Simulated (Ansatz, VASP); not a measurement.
## CuNi3 in VASP and in Ansatz

```
Cu Ni
1.0
    -1.75621    1.75621    3.46918
     1.75621   -1.75621    3.46918
     1.75621    1.75621   -3.46918
Cu Ni
1 3
Direct
  0.00000 0.00000 0.00000
  0.50000 0.50000 0.00000
  0.25000 0.75000 0.50000
  0.75000 0.25000 0.50000
```

Alike in both runs: functional LDA; k mesh 11 × 11 × 11; occupations fermi-dirac, width 0.05 eV; collinear spin.

```csv
,VASP,Ansatz
version,VASP 6.6.1,Ansatz 0.2.0
potentials or method,"VASP PAW LDA potentials, release 64 (Cu, Ni), cutoff 520 eV","all-electron LAPW, scalar-relativistic"
task,single point,band structure
```

```csv
,VASP,Ansatz,Ansatz less VASP
gap on the k mesh at the Fermi level (eV),none,none,-
pressure (GPa),-9.6,-9.9,-0.29
"traceless stress, the component that is largest in VASP (GPa)",0.57,0.49,-0.075
net moment per atom (μB),0.34,0.36,+0.022
size of the moment on the site where the two differ most (μB),0.46,0.51,+0.045
```

LDA's correlation is that of Perdew and Zunger in VASP and of Perdew and Wang (1992) in Ansatz. Site moments also hang on the region over which each program counts them. A gap of «none» marks a metal or a gap that the smearing closes. Ansatz ran all-electron here, and VASP with PAW potentials.
